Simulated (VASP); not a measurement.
# Ti (C2/c) in VASP: further runs

Runs on Ti. Level: PBE. Tasks: single point.

Everything below comes from runs of VASP 6.6.1. Logs are shortened: lines on timing, memory, paths and dates and some standing lists are left out, and cuts for length are marked.

## (1) The cell of the first run

Symmetry: C2/c, No. 15, monoclinic system. Conventional cell: a = 2.950 Å, b = 5.110 Å, c = 4.686 Å, α = 90.00°, β = 91.15°, γ = 90.00°. Ti (site symmetry 2) has 12 Ti at 2.87 to 2.95 Å within 3.8 Å.

## (2) Single point, PBE (strain -0.0200 x Voigt [0, 0, 0, 0, 1, 0])

The input, INCAR:

```
  PREC = Accurate
  ENCUT = 520
  EDIFF = 1E-7
  ISMEAR = 0
  SIGMA = 0.15
  LREAL = F
  LASPH = T
  NELM = 100
  ALGO = Fast
  ISIF = 2
  LWAVE = F
  LCHARG = F
  GGA = PE
  NBANDS = 19
```

The input, KPOINTS:

```
Automatic mesh
0
Gamma
  18 18 10
```

The input, POSCAR:

```
Ti
1.0
    2.9499978604      0.0000000000     -0.0294999786
   -1.4749989302      2.5547730882      0.0147499893
   -0.0468600000      0.0000000000      4.6860000000
Ti
2
Direct
    0.3333333333      0.6666666667      0.2500000000
    0.6666666667      0.3333333333      0.7500000000
```

Potentials or basis: VASP PAW PBE potentials, release 64 (Ti_sv).

On the command line:

```sh
$ cat potpaw_PBE.64/Ti_sv/POTCAR > POTCAR
$ mpirun -np 1 vasp_std > vasp.out
```

OUTCAR:

```text
PREC = Accurate
   ENCUT = 520
   EDIFF = 1E-7
   ISMEAR = 0
   LREAL = F
   LASPH = T
   NELM = 100
   ISIF = 2
   GGA = PE

 ion  position               nearest neighbor table
   1  0.333  0.667  0.250-   2 2.87   2 2.87   2 2.90   2 2.90   2 2.92   2 2.92
   2  0.667  0.333  0.750-   1 2.87   1 2.87   1 2.90   1 2.90   1 2.92   1 2.92

  LATTYP: Found a base centered monoclinic cell.
 ALAT       =     2.9501453566
 B/A-ratio  =     1.7319642115
 C/A-ratio  =     1.5884757284
 COS(beta)  =    -0.0199980002

  Lattice vectors:

 A1 = (   1.4749989302,  -2.5547730882,  -0.0147499893)
 A2 = (   1.4749989302,   2.5547730882,  -0.0147499893)
 A3 = (  -0.0468600000,   0.0000000000,   4.6860000000)

Analysis of symmetry for initial positions (statically):
=====================================================================
 Subroutine PRICEL returns:
 Original cell was already a primitive cell.

 Routine SETGRP: Setting up the symmetry group for a
 base centered monoclinic supercell.

 Subroutine GETGRP returns: Found  4 space group operations
 (whereof  2 operations were pure point group operations)
 out of a pool of  4 trial point group operations.

The static configuration has the point symmetry S_2 .
 The point group associated with its full space group is C_2h.

Analysis of symmetry for dynamics (positions and initial velocities):
=====================================================================
 Subroutine PRICEL returns:
 Original cell was already a primitive cell.

 Routine SETGRP: Setting up the symmetry group for a
 base centered monoclinic supercell.

 Subroutine GETGRP returns: Found  4 space group operations
 (whereof  2 operations were pure point group operations)
 out of a pool of  4 trial point group operations.

The dynamic configuration has the point symmetry S_2 .
 The point group associated with its full space group is C_2h.

 Subroutine INISYM returns: Found  4 space group operations
 (whereof  2 operations are pure point group operations),
 and found     1 'primitive' translations

----------------------------------------------------------------------------------------

                                     Primitive cell

  volume of cell :      35.3129

  direct lattice vectors                    reciprocal lattice vectors
     2.949997860  0.000000000 -0.029499979     0.339017198  0.195712098  0.003390172
    -1.474998930  2.554773088  0.014749989     0.000000000  0.391424195  0.000000000
    -0.046860000  0.000000000  4.686000000     0.002134230  0.000000000  0.213422964

  length of vectors
     2.950145357  2.950034735  4.686234294     0.391468235  0.391424195  0.213433635

  position of ions in fractional coordinates (direct lattice)
     0.333333333  0.666666667  0.250000000
     0.666666667  0.333333333  0.750000000

  ion indices of the primitive-cell ions
   primitive index   ion index
                 1           1
                 2           2

----------------------------------------------------------------------------------------

 KPOINTS: Automatic mesh

Automatic generation of k-mesh.
 Grid dimensions read from file:
 generate k-points for:   18   18   10

 Generating k-lattice:

  Cartesian coordinates                     Fractional coordinates (reciprocal lattice)
     0.018834289  0.010872894  0.000188343     0.055555556  0.000000000  0.000000000
     0.000000000  0.021745789  0.000000000     0.000000000  0.055555556  0.000000000
     0.000213423  0.000000000  0.021342296     0.000000000  0.000000000  0.100000000

  Length of vectors
     0.021748235  0.021745789  0.021343364

  Shift w.r.t. Gamma in fractional coordinates (k-lattice)
     0.000000000  0.000000000  0.000000000

 Subroutine IBZKPT returns following result:
 ===========================================

 Found    866 irreducible k-points:

 Following reciprocal coordinates:
            Coordinates               Weight
  0.000000  0.000000  0.000000      1.000000
  0.055556 -0.000000  0.000000      4.000000
  0.111111 -0.000000  0.000000      4.000000
  0.166667 -0.000000  0.000000      4.000000
  0.222222 -0.000000  0.000000      4.000000
  0.277778 -0.000000  0.000000      4.000000
[... 16 lines left out ...]
 -0.333333  0.055556 -0.000000      4.000000
 -0.277778  0.055556 -0.000000      4.000000
 [... further k-points ...]
   k-points           NKPTS =    866   k-points in BZ     NKDIM =    866   number of bands    NBANDS=     19
   number of dos      NEDOS =    301   number of ions     NIONS =      2
   total plane-waves  NPLWV =  20736
   dimension x,y,z NGX =    24 NGY =   24 NGZ =   36
   dimension x,y,z NGXF=    48 NGYF=   48 NGZF=   72
   ions per type =               2
   NGX,Y,Z   is equivalent  to a cutoff of  13.52, 13.52, 12.77 a.u.
   NGXF,Y,Z  is equivalent  to a cutoff of  27.05, 27.05, 25.54 a.u.
 SYSTEM =  unknown system
   PREC   = accura    normal or accurate (medium, high low for compatibility)
   ISTART =      0    job   : 0-new  1-cont  2-samecut
   ICHARG =      2    charge: 1-file 2-atom 10-const
   ISPIN  =      1    spin polarized calculation?
   LNONCOLLINEAR =      F non collinear calculations
   LSORBIT =      F    spin-orbit coupling
   LASPH  =      T    aspherical Exc in radial PAW
   ENCUT  =  520.0 eV  38.22 Ry    6.18 a.u.   5.49  5.49  8.71*2*pi/ulx,y,z
   NELM   =    100;   NELMIN=  2; NELMDL= -5     # of ELM steps
   EDIFF  = 0.1E-06   stopping-criterion for ELM
   LREAL  =      F    real-space projection
   EDIFFG = 0.1E-05   stopping-criterion for IOM
   NSW    =      0    number of steps for IOM
   IBRION =     -1    ionic relax: 0-MD 1-quasi-New 2-CG
   NFREE  =      0    steps in history (QN), initial steepest desc. (CG)
   ISIF   =      2    stress and relaxation
   ISYM   =      2    0-nonsym 1-usesym 2-fastsym
   POTIM  = 0.5000    time-step for ionic-motion
   TEBEG  =    0.0;   TEEND  =   0.0 temperature during run
   PSTRESS=    0.0 pullay stress
   NELECT =      24.0000    total number of electrons
   NUPDOWN=      -1.0000    fix difference up-down
   EMIN   =  10.00;   EMAX   =-10.00  energy-range for DOS
   EFERMI =   0.00;   METHOD = LEGACY
   ISMEAR =     0;   SIGMA  =   0.15  broadening in eV -4-tet -1-fermi 0-gaus
   EFERMI_NEDOS =   21; number of points for ismear=-14 and -15
   IALGO  =     68    algorithm
   IMIX   =      4    mixing-type and parameters
     AMIX     =   0.40;   BMIX     =  1.00
     AMIX_MAG =   1.60;   BMIX_MAG =  1.00
  volume/ion in A,a.u.               =      17.66       119.15
  Fermi-wavevector in a.u.,A,eV,Ry     =   1.439354  2.719985 28.187733  2.071740
  Thomas-Fermi vector in A             =   2.558219
   LORBIT       =      0    0 simple, 1 ext, 2 COOP (PROOUT), +10 PAW based schemes
   GGA     = PE    functional components
   LHFCALC =     F    Hartree Fock is set to
   AEXX    =    0.0000 exact exchange contribution
   IVDW    =     0    specifies the selected vdW correction
   LEPSILON=     F    determine dielectric tensor
   LRPA    =     F    only Hartree local field effects (RPA)
 non-spin polarized calculation
 RMM-DIIS sequential band-by-band and
 Gauss-broadening in eV      SIGMA  =   0.15
  energy-cutoff  :      520.00
  volume of cell :       35.31
 maximum number of plane-waves:       976
 NGX is ok and might be reduce to    24
   NGX = 11   NGY = 11   NGZ = 17

 number of electron      24.0000000 magnetization

 Free energy of the ion-electron system (eV)
  ---------------------------------------------------
  ext. energy  EPLUGINS =         0.00000000
  ---------------------------------------------------
  free energy    TOTEN  =       -15.67816512 eV

  energy without entropy =      -15.65427575  energy(sigma->0) =      -15.66622044

 E-fermi :   8.1612     XC(G=0): -11.4200

 val. band max:        8.1607139928   @ k =   0.0000   0.1667   0.0000
 cond. band min:       8.1622621393   @ k =   0.1667  -0.0000   0.1000
 fundamental gap:      0.0015481465
 Fermi energy:         8.1611931215

 k-point     1 :       0.0000    0.0000    0.0000
  band No.  band energies     occupation
      1     -48.7222      2.00000
      2     -48.5954      2.00000
      3     -25.2895      2.00000
      4     -24.6794      2.00000
      5     -24.6788      2.00000
      6     -24.6226      2.00000
[... 11 lines left out ...]
     18       9.7810      0.00000
     19      11.2514      0.00000

 k-point     2 :       0.0556   -0.0000    0.0000
  band No.  band energies     occupation
      1     -48.7193      2.00000
      2     -48.5943      2.00000
      3     -25.2830      2.00000
      4     -24.6923      2.00000
      5     -24.6837      2.00000
      6     -24.6258      2.00000
[... 11 lines left out ...]
     18       9.7298      0.00000
     19      11.2784      0.00000

 k-point     3 :       0.1111   -0.0000    0.0000
  band No.  band energies     occupation
      1     -48.7110      2.00000
      2     -48.5910      2.00000
      3     -25.2641      2.00000
      4     -24.7308      2.00000
      5     -24.6964      2.00000
      6     -24.6429      2.00000
[... 11 lines left out ...]
     18       9.6344      0.00000
     19      11.3432      0.00000

 k-point     4 :       0.1667   -0.0000    0.0000
  band No.  band energies     occupation
      1     -48.6980      2.00000
      2     -48.5862      2.00000
      3     -25.2339      2.00000
      4     -24.7901      2.00000
      5     -24.7153      2.00000
      6     -24.6991      2.00000
[... 407 lines left out ...]
     18      11.3282      0.00000
     19      11.5985      0.00000

 k-point    23 :      -0.3333    0.0556   -0.0000
  band No.  band energies     occupation
      1     -48.6525      2.00000
      2     -48.5734      2.00000
      3     -25.1203      2.00000
      4     -24.9785      2.00000
      5     -24.8862      2.00000
      6     -24.7735      2.00000
[... 11 lines left out ...]
     18      10.8903      0.00000
     19      11.5640      0.00000

 k-point    24 :      -0.2778    0.0556   -0.0000
  band No.  band energies     occupation
      1     -48.6709      2.00000
      2     -48.5777      2.00000
      3     -25.1681      2.00000
      4     -24.9024      2.00000
      5     -24.8216      2.00000
      6     -24.7455      2.00000
[... 11 lines left out ...]
     18      10.4793      0.00000
     19      11.5152      0.00000

 [... further k-points ...]

------------------------ aborting loop because EDIFF is reached ----------------------------------------

  FORCE on cell =-STRESS in cart. coord.  units (eV):
  Direction    XX          YY          ZZ          XY          YZ          ZX
  --------------------------------------------------------------------------------------
  -------------------------------------------------------------------------------------
  Total       -0.4316755     -0.4405745     -0.5347868      0.0000000      0.0000000      0.1825887
  in kB      -19.5855204    -19.9892762    -24.2637761      0.0000000      0.0000000      8.2842185
  external PRESSURE =     -21.2795242 kB  Pullay stress =       0.0000000 kB

 VOLUME and BASIS-vectors are now :
 -----------------------------------------------------------------------------
  energy-cutoff  :      520.00
  volume of cell :       35.31
      direct lattice vectors                 reciprocal lattice vectors
     2.949997860  0.000000000 -0.029499979     0.339017198  0.195712098  0.003390172
    -1.474998930  2.554773088  0.014749989     0.000000000  0.391424195  0.000000000
    -0.046860000  0.000000000  4.686000000     0.002134230  0.000000000  0.213422964

 POSITION                                       TOTAL-FORCE (eV/Angst)
 -----------------------------------------------------------------------------------
     -0.01172      1.70318      1.17150         0.000000      0.000521     -0.000000
      1.43985      0.85159      3.49975        -0.000000     -0.000521      0.000000
 -----------------------------------------------------------------------------------
    total drift:                               -0.000000      0.000000      0.000000

  FREE ENERGIE OF THE ION-ELECTRON SYSTEM (eV)
  ---------------------------------------------------
  free  energy   TOTEN  =       -15.6781651234 eV

  energy  without entropy=      -15.6542757511  energy(sigma->0) =      -15.66622044
```

It took 18 min on 1 thread of Intel Xeon Platinum 8488C (Sapphire Rapids), shared host; peak memory 0.55 GiB.

Results:

```yaml
Free_energy: -15.6782 eV
Pressure: -2.1 GPa
Band_gap_on_the_k_mesh: zero (bands 12 and 13 overlap by 1.10 eV)
```

Caveat: the cell differs from its parent crystal (strain -0.0200 x Voigt [0, 0, 0, 0, 1, 0]).

## (3) Single point, PBE (strain +0.0150 x Voigt [0, 0, 0, 0, 1, 0])

The input, INCAR:

```
  ALGO = Fast
  EDIFF = 1E-6
  ENCUT = 520
  GGA = PE
  ISIF = 2
  ISMEAR = 0
  LASPH = T
  LCHARG = F
  LREAL = F
  LWAVE = F
  NBANDS = 19
  NELM = 80
  PREC = Accurate
  SIGMA = 0.15
```

The input, KPOINTS:

```
k-points
0
Gamma
  18 18 10
```

The input, POSCAR:

```
Ti
1.0
    2.9499978604      0.0000000000      0.0221249840
   -1.4749989302      2.5547730882     -0.0110624920
    0.0351450000      0.0000000000      4.6860000000
Ti
2
Direct
    0.3333333333      0.6666666667      0.2500000000
    0.6666666667      0.3333333333      0.7500000000
```

Potentials or basis: VASP PAW PBE potentials, release 64 (Ti_sv).

On the command line:

```sh
$ cat potpaw_PBE.64/Ti_sv/POTCAR > POTCAR
$ mpirun -np 1 vasp_std > vasp.out
```

It took 13 min on 1 thread of Intel Xeon Platinum 8488C (Sapphire Rapids), shared host; peak memory 0.55 GiB.

Results (log left out):

* Free energy: -15.6789 eV
* Pressure: -2.1 GPa
* Band gap on the k mesh: zero (bands 12 and 13 overlap by 1.10 eV)

Stress tensor (GPa, compression positive):
```
-1.90  0.00 -0.62
 0.00 -1.92  0.00
-0.62  0.00 -2.37
```

Levels at points of the mesh, in eV from the Fermi level:
```tsv
k point	band 9	band 10	band 11	band 12	band 13	band 14	band 15	band 16
(0.00, 0.00, 0.00)	-6.17	-2.65	0.70	0.77	0.77	0.85	1.25	1.25
(0.50, 0.00, 0.00)	-2.32	-2.11	-1.80	-0.63	0.49	0.60	1.15	3.28
(0.00, 0.50, 0.00)	-2.32	-2.11	-1.80	-0.63	0.48	0.61	1.15	3.28
(0.00, 0.00, 0.50)	-4.34	-4.34	0.07	0.07	0.68	0.68	0.69	0.69
(0.50, 0.00, 0.50)	-2.51	-2.49	-0.82	-0.78	1.22	1.36	1.69	1.72
(0.00, 0.50, 0.50)	-2.50	-2.50	-0.80	-0.80	1.29	1.29	1.71	1.71
```

Caveat: the cell differs from its parent crystal (strain +0.0150 x Voigt [0, 0, 0, 0, 1, 0]).

[end of part 1 of 2]
